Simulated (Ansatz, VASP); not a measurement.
Two plane-wave programs on ScAl3N4

```
Sc Al N
1.0
     4.77905    0.00000    0.00000
    -2.38952    4.13878    0.00000
     0.00000    0.00000    5.25271
Sc Al N
1 3 4
Direct
  0.00000 0.00000 0.50000
  0.50000 0.00000 0.00000
  0.00000 0.50000 0.00000
  0.50000 0.50000 0.00000
  0.00000 0.00000 0.13159
  0.00000 0.00000 0.86841
  0.33333 0.66667 0.50000
  0.66667 0.33333 0.50000
```

Alike in both runs: functional PBE; k mesh 3 × 3 × 2; occupations gaussian, width 0.15 eV; no spin polarisation.

Ansatz relaxed the structure, and its values are those at the end. VASP's run is a single point on that final structure, the one shown.

|  | VASP | Ansatz |
| --- | --- | --- |
| version | VASP 6.6.1 | Ansatz 0.2.0 |
| potentials or method | VASP PAW PBE potentials, release 64 (Sc_sv, Al, N), cutoff 600 eV | scalar-relativistic, plane waves, PAW |
| valence electrons in the cell | 40 | 40 |

VASP gave:

| Quantity | Value |
| --- | --- |
| gap on the k mesh at the Fermi level (eV) | none |
| pressure (GPa) | 0.3 |
| rms of the force components (eV/Å) | 0.005 |

Problem. Estimate Ansatz's values.

Solution. gap on the k mesh at the Fermi level (eV): none; pressure (GPa): 0.2; rms of the force components (eV/Å): 0.007.

A gap of «none» marks a metal or a gap that the smearing closes.

The k mesh is coarse, so the values compare programs but aren't converged.
